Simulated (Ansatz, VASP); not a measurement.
K: VASP beside Ansatz

```xyz
2
Lattice="2.4380 -4.0476 0.0000 2.4380 4.0476 0.0000 0.0000 0.0000 7.8118" Properties=species:S:1:pos:R:3 pbc="T T T"
K     2.4380   -2.5954    1.9529
K     2.4380    2.5954    5.8588
```

Alike in both runs: task single point; functional BLYP; k mesh 4 × 4 × 2; occupations gaussian, width 0.1 eV; no spin polarisation.

|  | VASP | Ansatz |
| --- | --- | --- |
| version | VASP 6.6.1 | Ansatz 0.2.0 |
| potentials or method | VASP PAW PBE potentials, release 64 (K_sv), cutoff 520 eV | scalar-relativistic, plane waves, PAW |
| valence electrons in the cell | 18 | 18 |

```tsv
	VASP	Ansatz	Ansatz less VASP
gap on the k mesh at the Fermi level (eV)	none	none	-
pressure (GPa)	0.0	0.0	+0.01
traceless stress, the component that is largest in VASP (GPa)	-0.38	-0.38	-0.001
rms of the force components (eV/Å)	0.004	0.004	0.0000
```

VASP's potentials were made for PBE, not for BLYP. Atom by atom the forces differ by 0.000 eV/Å (rms over components). A gap of «none» marks a metal or a gap that the smearing closes.

The k mesh is coarse, so the values compare programs but aren't converged.
